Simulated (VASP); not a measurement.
A run of VASP 6.6.1 is set up as follows.

INCAR

```
SYSTEM = LiF
PREC = Accurate
ENCUT = 520
EDIFF = 1E-6
ISMEAR = 0
SIGMA = 0.05
LREAL = .False.
LASPH = .True.
NELM = 80
ALGO = Normal
ISIF = 2
LWAVE = .False.
LCHARG = .False.
NBANDS = 18
```

The input KPOINTS:

```
Automatic mesh
0
Gamma
  9 9 6
  0 0 0
```

Contents of POSCAR:

```
LiF
1.0
    2.9984347243      0.0000000000      0.0000000000
   -1.4992173621      2.5967206428      0.0000000000
    0.0000000000      0.0000000000      4.7579162205
Li F
2 2
Direct
    0.3333333333      0.6666666667      0.3652620286
    0.6666666667      0.3333333333      0.8652620286
    0.3333333333      0.6666666667      0.9910195924
    0.6666666667      0.3333333333      0.4910195924
```

Potentials or basis: VASP PAW LDA potentials, release 64 (Li_sv, F).

Command:

```bash
$ cat potpaw_LDA.64/Li_sv/POTCAR potpaw_LDA.64/F/POTCAR > POTCAR
$ mpirun -np 1 vasp_std > vasp.out
```

**Question.** Estimate the largest force.

**Answer.** 0.216 eV/Å.

**Question.** Estimate the band gap on the k mesh.

**Answer.** 7.96 eV.

Forces in eV/Å, atoms in the order of the input:
```
Li   0.000  0.000  0.216
Li   0.000  0.000  0.216
F    0.000  0.000 -0.216
F    0.000  0.000 -0.216
```

Caveat: an odd mesh through Γ misses points on the zone boundary, where band edges can lie.
